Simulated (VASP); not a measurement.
The system is SnO2.

```
CELL_PARAMETERS angstrom
5.16951 0.00000 0.00000
0.00000 5.16951 0.00000
0.00000 0.00000 5.16951
ATOMIC_POSITIONS crystal
Sn 0.00000 0.50000 0.50000
Sn 0.50000 0.50000 0.00000
Sn 0.50000 0.00000 0.50000
Sn 0.00000 0.00000 0.00000
O 0.33913 0.16087 0.83913
O 0.16087 0.83913 0.33913
O 0.83913 0.33913 0.16087
O 0.66087 0.66087 0.66087
O 0.33913 0.33913 0.33913
O 0.16087 0.66087 0.83913
O 0.83913 0.16087 0.66087
O 0.66087 0.83913 0.16087
```

```yaml
Program: VASP 6.6.1
Task: relaxation of cell and atoms
Functional: PBEsol
Potentials_or_basis: VASP PAW PBE potentials, release 64 (Sn_d, O)
Cutoff: 600 eV
k_mesh: 4 × 4 × 4
Occupations: fermi-dirac, width 0.02 eV
Spin: no spin polarisation
```

At the start: pressure -6.2 GPa; volume 11.51 Å³/atom.

How do energy, volume and symmetry change on relaxing?

Over 13 steps the energy falls by 7.1 meV/atom and the volume is 11.16 Å³/atom (-3.1 %); space group Pa-3 (No. 205, to 0.1 Å) before and after.

Step by step:
```csv
step,energy change (eV),largest force (eV/Å),pressure (GPa),volume (Å³)
1,0.0000,0.0236,-6.18,138.15
2,0.0201,0.0463,7.83,129.46
3,-0.0849,0.0077,-0.04,133.92
4,-0.0849,0.0083,0.09,133.84
5,-0.0849,0.0064,-0.08,133.95
6,-0.0849,0.0072,0.00,133.91
7,-0.0849,0.0069,-0.04,133.92
8,-0.0849,0.0067,-0.07,133.92
9,-0.0849,0.0070,-0.07,133.91
10,-0.0849,0.0066,0.10,133.84
11,-0.0850,0.0068,0.03,133.87
12,-0.0850,0.0054,0.03,133.87
13,-0.0850,0.0021,0.01,133.88
```

Final structure:
```
Sn O
1.0
     5.11567    0.00000    0.00000
     0.00000    5.11567    0.00000
     0.00000    0.00000    5.11567
Sn O
4 8
Direct
  0.00000 0.50000 0.50000
  0.50000 0.50000 0.00000
  0.50000 0.00000 0.50000
  0.00000 0.00000 0.00000
  0.33928 0.16072 0.83928
  0.16072 0.83928 0.33928
  0.83928 0.33928 0.16072
  0.66072 0.66072 0.66072
  0.33928 0.33928 0.33928
  0.16072 0.66072 0.83928
  0.83928 0.16072 0.66072
  0.66072 0.83928 0.16072
```

Caveat: the PAW data sets were made with another functional, which shifts forces and pressure a little.
